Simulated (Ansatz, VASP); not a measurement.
# Sr in VASP and in Ansatz

```xyz
2
Lattice="4.3100 0.0000 0.0000 -2.1550 3.7326 0.0000 0.0000 0.0000 7.0500" Properties=species:S:1:pos:R:3 pbc="T T T"
Sr   -0.1061    2.3823    1.6125
Sr    2.1550    1.2442    5.2875
```

Alike in both runs: task single point; functional PBEsol; k mesh 12 × 12 × 8; occupations gaussian, width 0.15 eV; no spin polarisation.

```csv
,VASP,Ansatz
version,VASP 6.6.1,Ansatz 0.2.0
potentials or method,"VASP PAW PBE potentials, release 64 (Sr_sv), cutoff 520 eV","scalar-relativistic, plane waves, PAW"
valence electrons in the cell,20,20
```

```tsv
	VASP	Ansatz	Ansatz less VASP
gap on the k mesh at the Fermi level (eV)	none	none	-
pressure (GPa)	-0.8	-0.8	-0.01
traceless stress, the component that is largest in VASP (GPa)	-0.17	-0.17	0.000
rms of the force components (eV/Å)	0.107	0.107	-0.0001
```

VASP's potentials were made for PBE, not for PBEsol. Atom by atom the forces differ by 0.000 eV/Å (rms over components). A gap of «none» marks a metal or a gap that the smearing closes.
